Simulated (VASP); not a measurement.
# PtSe2 in VASP: further runs

PtSe2 is run at these levels: PBEsol; tasks: single point.

Program: VASP 6.6.1. These are calculated values, not measurements. Logs are shortened: lines on timing, memory, paths and dates and some standing lists are left out, and cuts for length are marked.

## 1. The cell of the first run

It takes space group Cm (No. 8, monoclinic). Conventional cell: a = 6.450 Å, b = 3.724 Å, c = 5.062 Å, α = 90.00°, β = 90.00°, γ = 90.00°. Pt (site symmetry m) has 6 Se at 2.48 to 2.53 Å within 3.3 Å. Within 3.4 Å of Se (site symmetry m) lie 3 Pt at 2.48 to 2.53 Å and 6 Se at 3.29 to 3.34 Å. Within 3.4 Å of Se (site symmetry m) lie 3 Pt at 2.49 Å and 6 Se at 3.29 to 3.34 Å.

## 2. Single point, PBEsol (one atom moved)

File INCAR:

```
ALGO     = Normal         # electronic algorithm
EDIFF    = 1E-6           # SCF threshold, eV
ENCUT    = 520            # plane-wave cutoff, eV
GGA      = PS             # functional
ISIF     = 2              # what is computed and relaxed
ISMEAR   = 0              # smearing method
LASPH    = T              # aspherical terms in the spheres
LCHARG   = F              # write CHGCAR
LREAL    = F              # projectors in reciprocal space
LWAVE    = F              # write WAVECAR
NBANDS   = 18             # bands
NELM     = 60             # most SCF steps
PREC     = Accurate       # precision mode
SIGMA    = 0.1            # smearing width, eV
```

File KPOINTS:

```
k-points
0
Gamma
  12 12 8
```

File POSCAR:

```
PtSe2
1.0
    3.7240006046      0.0000000000      0.0000000000
   -1.8620003023      3.2250791273      0.0000000000
    0.0000000000      0.0000000000      5.0620000000
Pt Se
1 2
Direct
    0.0000000000      0.0000000000      0.0000000000
    0.3403099063      0.6806198127      0.2500000000
    0.6666666667      0.3333333333      0.7500000000
```

Potentials or basis: VASP PAW PBE potentials, release 64 (Pt, Se).

The run is started by

```sh
cat potpaw_PBE.64/Pt/POTCAR potpaw_PBE.64/Se/POTCAR > POTCAR
mpirun -np 1 vasp_std > vasp.out
```

OUTCAR:

```text
EDIFF = 1E-6
   ENCUT = 520
   GGA = PS
   ISIF = 2
   ISMEAR = 0
   LASPH = T
   LREAL = F
   NELM = 60
   PREC = Accurate

 ion  position               nearest neighbor table
   1  0.000  0.000  0.000-   2 2.48   2 2.48   3 2.49   3 2.49   3 2.49   2 2.53
   2  0.340  0.681  0.250-   1 2.48   1 2.48   1 2.53
   3  0.667  0.333  0.750-   1 2.49   1 2.49   1 2.49

  LATTYP: Found a hexagonal cell.
 ALAT       =     3.7240006046
 C/A-ratio  =     1.3592908642

  Lattice vectors:

 A1 = (   3.7240006046,   0.0000000000,   0.0000000000)
 A2 = (  -1.8620003023,   3.2250791273,   0.0000000000)
 A3 = (   0.0000000000,   0.0000000000,   5.0620000000)

Analysis of symmetry for initial positions (statically):
=====================================================================
 Subroutine PRICEL returns:
 Original cell was already a primitive cell.

 Routine SETGRP: Setting up the symmetry group for a
 hexagonal supercell.

 Subroutine GETGRP returns: Found  2 space group operations
 (whereof  2 operations were pure point group operations)
 out of a pool of 24 trial point group operations.

The static configuration has the point symmetry C_1h.

Analysis of symmetry for dynamics (positions and initial velocities):
=====================================================================
 Subroutine PRICEL returns:
 Original cell was already a primitive cell.

 Routine SETGRP: Setting up the symmetry group for a
 hexagonal supercell.

 Subroutine GETGRP returns: Found  2 space group operations
 (whereof  2 operations were pure point group operations)
 out of a pool of 24 trial point group operations.

The dynamic configuration has the point symmetry C_1h.

 Subroutine INISYM returns: Found  2 space group operations
 (whereof  2 operations are pure point group operations),
 and found     1 'primitive' translations

----------------------------------------------------------------------------------------

                                     Primitive cell

  volume of cell :      60.7956

  direct lattice vectors                    reciprocal lattice vectors
     3.724000605  0.000000000  0.000000000     0.268528420  0.155034956  0.000000000
    -1.862000302  3.225079127  0.000000000     0.000000000  0.310069912  0.000000000
     0.000000000  0.000000000  5.062000000     0.000000000  0.000000000  0.197550375

  length of vectors
     3.724000605  3.724000605  5.062000000     0.310069912  0.310069912  0.197550375

  position of ions in fractional coordinates (direct lattice)
     0.000000000  0.000000000  0.000000000
     0.340309906  0.680619813  0.250000000
     0.666666667  0.333333333  0.750000000

  ion indices of the primitive-cell ions
   primitive index   ion index
                 1           1
                 2           2
                 3           3

----------------------------------------------------------------------------------------

 KPOINTS: k-points

Automatic generation of k-mesh.
 Grid dimensions read from file:
 generate k-points for:   12   12    8

 Generating k-lattice:

  Cartesian coordinates                     Fractional coordinates (reciprocal lattice)
     0.022377368  0.012919580  0.000000000     0.083333333  0.000000000  0.000000000
     0.000000000  0.025839159  0.000000000     0.000000000  0.083333333  0.000000000
     0.000000000  0.000000000  0.024693797     0.000000000  0.000000000  0.125000000

  Length of vectors
     0.025839159  0.025839159  0.024693797

  Shift w.r.t. Gamma in fractional coordinates (k-lattice)
     0.000000000  0.000000000  0.000000000

 Subroutine IBZKPT returns following result:
 ===========================================

 Found    320 irreducible k-points:

 Following reciprocal coordinates:
            Coordinates               Weight
  0.000000  0.000000  0.000000      1.000000
  0.083333  0.000000  0.000000      4.000000
  0.000000  0.083333  0.000000      2.000000
  0.166667  0.000000  0.000000      4.000000
  0.000000  0.166667  0.000000      2.000000
  0.250000  0.000000  0.000000      4.000000
[... 16 lines left out ...]
 -0.083333  0.416667  0.000000      4.000000
 -0.416667  0.333333  0.000000      4.000000
 [... further k-points ...]
   k-points           NKPTS =    320   k-points in BZ     NKDIM =    320   number of bands    NBANDS=     18
   number of dos      NEDOS =    301   number of ions     NIONS =      3
   total plane-waves  NPLWV =  31360
   dimension x,y,z NGX =    28 NGY =   28 NGZ =   40
   dimension x,y,z NGXF=    56 NGYF=   56 NGZF=   80
   ions per type =               1   2
   NGX,Y,Z   is equivalent  to a cutoff of  12.50, 12.50, 13.14 a.u.
   NGXF,Y,Z  is equivalent  to a cutoff of  25.00, 25.00, 26.27 a.u.
 SYSTEM =  unknown system
   PREC   = accura    normal or accurate (medium, high low for compatibility)
   ISTART =      0    job   : 0-new  1-cont  2-samecut
   ICHARG =      2    charge: 1-file 2-atom 10-const
   ISPIN  =      1    spin polarized calculation?
   LNONCOLLINEAR =      F non collinear calculations
   LSORBIT =      F    spin-orbit coupling
   LASPH  =      T    aspherical Exc in radial PAW
   ENCUT  =  520.0 eV  38.22 Ry    6.18 a.u.   6.92  6.92  9.41*2*pi/ulx,y,z
   NELM   =     60;   NELMIN=  2; NELMDL= -5     # of ELM steps
   EDIFF  = 0.1E-05   stopping-criterion for ELM
   LREAL  =      F    real-space projection
   EDIFFG = 0.1E-04   stopping-criterion for IOM
   NSW    =      0    number of steps for IOM
   IBRION =     -1    ionic relax: 0-MD 1-quasi-New 2-CG
   NFREE  =      0    steps in history (QN), initial steepest desc. (CG)
   ISIF   =      2    stress and relaxation
   ISYM   =      2    0-nonsym 1-usesym 2-fastsym
   POTIM  = 0.5000    time-step for ionic-motion
   TEBEG  =    0.0;   TEEND  =   0.0 temperature during run
   PSTRESS=    0.0 pullay stress
   NELECT =      22.0000    total number of electrons
   NUPDOWN=      -1.0000    fix difference up-down
   EMIN   =  10.00;   EMAX   =-10.00  energy-range for DOS
   EFERMI =   0.00;   METHOD = LEGACY
   ISMEAR =     0;   SIGMA  =   0.10  broadening in eV -4-tet -1-fermi 0-gaus
   EFERMI_NEDOS =   21; number of points for ismear=-14 and -15
   IALGO  =     38    algorithm
   IMIX   =      4    mixing-type and parameters
     AMIX     =   0.40;   BMIX     =  1.00
     AMIX_MAG =   1.60;   BMIX_MAG =  1.00
  volume/ion in A,a.u.               =      20.27       136.76
  Fermi-wavevector in a.u.,A,eV,Ry     =   1.166608  2.204570 18.517180  1.360974
  Thomas-Fermi vector in A             =   2.303119
   LORBIT       =      0    0 simple, 1 ext, 2 COOP (PROOUT), +10 PAW based schemes
   GGA     = PS    functional components
   LHFCALC =     F    Hartree Fock is set to
   AEXX    =    0.0000 exact exchange contribution
   IVDW    =     0    specifies the selected vdW correction
   LEPSILON=     F    determine dielectric tensor
   LRPA    =     F    only Hartree local field effects (RPA)
 non-spin polarized calculation
 Gauss-broadening in eV      SIGMA  =   0.10
  energy-cutoff  :      520.00
  volume of cell :       60.80
 maximum number of plane-waves:      1654
   NGX = 13   NGY = 13   NGZ = 19

 number of electron      22.0000000 magnetization

 Free energy of the ion-electron system (eV)
  ---------------------------------------------------
  ext. energy  EPLUGINS =         0.00000000
  ---------------------------------------------------
  free energy    TOTEN  =       -15.87873884 eV

  energy without entropy =      -15.87498635  energy(sigma->0) =      -15.87686260

 E-fermi :   6.4052     XC(G=0): -10.8047

 val. band max:        6.4051584413   @ k =  -0.2500  -0.0000   0.2500
 cond. band min:       6.4184400853   @ k =   0.0000   0.0000   0.1250
 fundamental gap:      0.0132816440
 Fermi energy:         6.4052347712

 k-point     1 :       0.0000    0.0000    0.0000
  band No.  band energies     occupation
      1      -9.3409      2.00000
      2      -6.4940      2.00000
      3      -0.8367      2.00000
      4      -0.1362      2.00000
      5      -0.0855      2.00000
      6       2.3530      2.00000
[... 10 lines left out ...]
     17      13.7022      0.00000
     18      18.0773      0.00000

 k-point     2 :       0.0833    0.0000    0.0000
  band No.  band energies     occupation
      1      -9.2617      2.00000
      2      -6.5299      2.00000
      3      -0.7421      2.00000
      4      -0.0812      2.00000
      5      -0.0313      2.00000
      6       2.2435      2.00000
[... 10 lines left out ...]
     17      13.8478      0.00000
     18      16.8243      0.00000

 k-point     3 :       0.0000    0.0833    0.0000
  band No.  band energies     occupation
      1      -9.2625      2.00000
      2      -6.5287      2.00000
      3      -0.7458      2.00000
      4      -0.0878      2.00000
      5      -0.0326      2.00000
      6       2.2766      2.00000
[... 10 lines left out ...]
     17      13.9606      0.00000
     18      16.9545      0.00000

 k-point     4 :       0.1667    0.0000    0.0000
  band No.  band energies     occupation
      1      -9.0322      2.00000
      2      -6.6295      2.00000
      3      -0.4725      2.00000
      4       0.0764      2.00000
      5       0.1240      2.00000
      6       1.8430      2.00000
[... 375 lines left out ...]
      4       0.4230      2.00000
      5       0.8842      2.00000
      6       1.2100      2.00000
[... 10 lines left out ...]
     17      14.7204      0.00000
     18      15.4513      0.00000

 k-point    23 :      -0.0833    0.4167    0.0000
  band No.  band energies     occupation
      1      -7.9958      2.00000
      2      -7.0489      2.00000
      3      -0.3930      2.00000
      4       0.3492      2.00000
      5       0.8246      2.00000
      6       1.2628      2.00000
[... 10 lines left out ...]
     17      14.8228      0.00000
     18      15.4204      0.00000

 k-point    24 :      -0.4167    0.3333    0.0000
  band No.  band energies     occupation
      1      -7.9876      2.00000
      2      -7.0465      2.00000
      3      -0.4663      2.00000
      4       0.4400      2.00000
      5       0.8895      2.00000
      6       1.2440      2.00000
[... 10 lines left out ...]
     17      14.7222      0.00000
     18      15.4278      0.00000

 [... further k-points ...]
[... 5 lines left out ...]
  --------------------------------------------------------------------------------------
  -------------------------------------------------------------------------------------
  Total        1.3013768      0.8419377      0.4813483      0.0000000     -0.4304135      0.0000000
  in kB       34.2958360     22.1880070     12.6852123      0.0000000    -11.3429025      0.0000000
  external PRESSURE =      23.0563518 kB  Pullay stress =       0.0000000 kB

 VOLUME and BASIS-vectors are now :
 -----------------------------------------------------------------------------
  energy-cutoff  :      520.00
  volume of cell :       60.80
      direct lattice vectors                 reciprocal lattice vectors
     3.724000605  0.000000000  0.000000000     0.268528420  0.155034956  0.000000000
    -1.862000302  3.225079127  0.000000000     0.000000000  0.310069912  0.000000000
     0.000000000  0.000000000  5.062000000     0.000000000  0.000000000  0.197550375

 POSITION                                       TOTAL-FORCE (eV/Angst)
 -----------------------------------------------------------------------------------
      0.00000      0.00000      0.00000         0.000000      0.343723     -0.017699
     -0.00000      2.19505      1.26550         0.000000     -0.361384      0.341288
      1.86200      1.07503      3.79650         0.000000      0.017660     -0.323589
 -----------------------------------------------------------------------------------
    total drift:                                0.000000     -0.000000     -0.000010

  FREE ENERGIE OF THE ION-ELECTRON SYSTEM (eV)
  ---------------------------------------------------
  free  energy   TOTEN  =       -15.8787388413 eV

  energy  without entropy=      -15.8749863492  energy(sigma->0) =      -15.87686260
```

It took 1.7 min on 1 thread of Intel Xeon 6975P-C (Granite Rapids), shared host; peak memory 0.46 GiB.

Results:

| Property | Result |
| --- | --- |
| Free energy | -15.8787 eV |
| Pressure | 2.3 GPa |
| Largest force | 0.497 eV/Å |
| Band gap on the k mesh | zero (bands 11 and 12 overlap by 0.45 eV) |

Forces on the atoms (eV/Å):
```
Pt   0.000  0.344 -0.018
Se   0.000 -0.361  0.341
Se   0.000  0.018 -0.324
```

Caveat: the cell differs from its parent crystal (one atom moved); the PAW data sets were made with another functional, which shifts forces and pressure a little; spin-orbit coupling is left out, which moves the levels of the heavy elements.

## 3. Single point, PBEsol (strained)

File INCAR:

```
SYSTEM = PtSe2
ALGO = Normal ; EDIFF = 1E-6
ENCUT = 520 ; GGA = PS
ISIF = 2 ; ISMEAR = 0
LASPH = .TRUE. ; LCHARG = .FALSE.
LREAL = .FALSE. ; LWAVE = .FALSE.
NBANDS = 18 ; NELM = 60
PREC = Accurate ; SIGMA = 0.1
```

File KPOINTS:

```
k-points
0
G
  15 15 8
  0 0 0
```

File POSCAR:

```
PtSe2
1.0
    3.7846273344      0.0000000000      0.0000000000
   -1.8923136672      3.2775834155      0.0000000000
    0.0000000000      0.0000000000      5.5999893600
Pt Se
1 2
Direct
    0.0000000000      0.0000000000      0.0000000000
    0.3333333333      0.6666666667      0.2258051191
    0.6666666667      0.3333333333      0.7741948809
```

Potentials or basis: VASP PAW PBE potentials, release 64 (Pt, Se).

The run is started by

```sh
cat potpaw_PBE.64/Pt/POTCAR potpaw_PBE.64/Se/POTCAR > POTCAR
mpirun -np 1 vasp_std > vasp.out
```

It took 79 s on 1 thread of Intel Xeon 6975P-C (Granite Rapids), shared host; peak memory 0.36 GiB.

The run converged. Its results:

```yaml
Free_energy: -15.8224 eV
Pressure: -3.1 GPa
Largest_force: 0.076 eV/Å
Band_gap_on_the_k_mesh: 0.11 eV (least direct gap 0.42 eV)
```

Forces on the atoms (eV/Å):
```
Pt   0.000  0.000  0.000
Se   0.000  0.000 -0.076
Se   0.000  0.000  0.076
```

Stress tensor (GPa, compression positive):
```
-3.80  0.00  0.00
 0.00 -3.80  0.00
 0.00  0.00 -1.75
```

Levels at points of the mesh, in eV from the valence-band top:
| k point | band 9 | band 10 | band 11 | band 12 | band 13 | band 14 |
| --- | --- | --- | --- | --- | --- | --- |
| (0.00, 0.00, 0.00) | -0.88 | -0.88 | -0.04 | 1.92 | 1.92 | 3.77 |
| (0.00, 0.00, 0.50) | -1.62 | -1.04 | -1.04 | 2.25 | 2.25 | 4.72 |

Caveat: the cell differs from its parent crystal (strained); the cell stands under tension; the PAW data sets were made with another functional, which shifts forces and pressure a little; spin-orbit coupling is left out, which moves the levels of the heavy elements; an odd mesh through Γ misses points on the zone boundary, where band edges can lie; this functional lacks dispersion, which binds the layers, so the pressure and a relaxed spacing across them are unreliable.
